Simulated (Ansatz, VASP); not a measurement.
**KTaO3: VASP beside Ansatz**

Contents of INCAR:

```
PREC = Accurate
ENCUT = 520
EDIFF = 1E-6
ISMEAR = 0
SIGMA = 0.05
LREAL = False
LASPH = True
NELM = 60
ALGO = Normal
ISIF = 2
LWAVE = False
LCHARG = False
GGA = PE
NBANDS = 27
```

The input KPOINTS:

```
Automatic mesh
0
Gamma
  8 8 8
```

POSCAR

```
KTaO3
1.0
    4.0773618352      0.0000000000      0.0000000000
    0.0000000000      4.0773618352      0.0000000000
    0.0000000000      0.0000000000      4.0773618352
K Ta O
1 1 3
Direct
    0.0000000000      0.0000000000      0.0000000000
    0.5000000000      0.5000000000      0.5000000000
    0.0000000000      0.5000000000      0.5000000000
    0.5000000000      0.5000000000      0.0000000000
    0.5000000000      0.0000000000      0.5000000000
```

Input for Ansatz:

```yaml
crystal:
  lattice:
    - [4.0773618352, 0.0, 0.0]
    - [0.0, 4.0773618352, 0.0]
    - [0.0, 0.0, 4.0773618352]
  atoms:
    - { symbol: K, position: [0.0, 0.0, 0.0] }
    - { symbol: Ta, position: [0.5, 0.5, 0.5] }
    - { symbol: O, position: [0.0, 0.5, 0.5] }
    - { symbol: O, position: [0.5, 0.5, 0.0] }
    - { symbol: O, position: [0.5, 0.0, 0.5] }
basis:
  ecutwfc: 420
  ecutrho_ratio: 4
kpoints:
  mp_grid: { grid: [8, 8, 8] }
hamiltonian:
  xc: pbe
scf:
  occupations: { method: gaussian, width: 0.05 }
output:
  forces: true
  stress: true
  eigenvalues: true
  write_density: true
  write_potential: true
  elf: true
  volumetric_format: npy
```

Alike in both runs: task single point; functional PBE; k mesh 8 × 8 × 8; occupations gaussian, width 0.05 eV; no spin polarisation.

```csv
,VASP,Ansatz
version,VASP 6.6.1,Ansatz 0.2.0
potentials or method,"VASP PAW PBE potentials, release 64 (K_sv, Ta_pv, O), cutoff 520 eV","scalar-relativistic, plane waves, PAW"
valence electrons in the cell,38,40
```

Ansatz gave:

| Item | Value |
| --- | --- |
| gap on the k mesh at the Fermi level (eV) | 2.07 |
| least direct gap on the mesh (eV) | 2.70 |
| pressure (GPa) | -6.8 |

Problem. What did VASP give for the same quantities?

Solution. gap on the k mesh at the Fermi level (eV): 2.03; least direct gap on the mesh (eV): 2.67; pressure (GPa): -6.3.

With one functional, cell and mesh, what is left measures potentials, basis and numerics. VASP's potentials hold 38 valence electrons a cell and Ansatz's 40, so a difference there can come from the potentials and not from the codes.

Spin-orbit coupling is off throughout.
